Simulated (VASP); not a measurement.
Input of a VASP 6.6.1 run:

INCAR

```
ALGO     = Normal         # electronic algorithm
EDIFF    = 1E-7           # SCF threshold, eV
ENCUT    = 520            # plane-wave cutoff, eV
GGA      = PE             # functional
ISIF     = 2              # what is computed and relaxed
ISMEAR   = 0              # smearing method
LASPH    = T              # aspherical terms in the spheres
LCHARG   = F              # write CHGCAR
LREAL    = F              # projectors in reciprocal space
LWAVE    = F              # write WAVECAR
NBANDS   = 46             # bands
NELM     = 80             # most SCF steps
PREC     = Accurate       # precision mode
SIGMA    = 0.05           # smearing width, eV
```

Contents of KPOINTS:

```
k-points
0
Gamma
  8 8 2
```

File POSCAR:

```
ZnS
1.0
   -3.8454929872      0.0000000000      0.0000000000
   -1.9227464936     -3.3302946170      0.0000000000
   -0.4804943488     -0.2774135416     12.6106666151
Zn S
4 4
Direct
    0.2786585541      0.2786585541      0.6563598951
    0.3203085541      0.3203085541      0.1563598951
    0.5911668874      0.5911668874      0.9063598951
    0.6328168874      0.6328168874      0.4063598951
    0.2630581126      0.2630581126      0.8436401049
    0.3047081126      0.3047081126      0.3436401049
    0.6588664459      0.6588664459      0.0936401049
    0.6172164459      0.6172164459      0.5936401049
```

Potentials or basis: VASP PAW PBE potentials, release 64 (Zn, S).

Run with:

```console
$ cat potpaw_PBE.64/Zn/POTCAR potpaw_PBE.64/S/POTCAR > POTCAR
$ mpirun -np 1 vasp_std > vasp.out
```

Question: Estimate the pressure.

Answer: 0.0 GPa.

Question: What does it give for the band gap on the k mesh?

Answer: 2.01 eV, direct.

Question: Estimate the largest force.

Answer: 0.368 eV/Å.

Stress tensor (GPa, compression positive):
```
-0.25 -0.44  0.87
-0.44  0.26  0.50
 0.87  0.50 -0.14
```

PBE gaps usually lie below the measured ones, often by a third to a half.
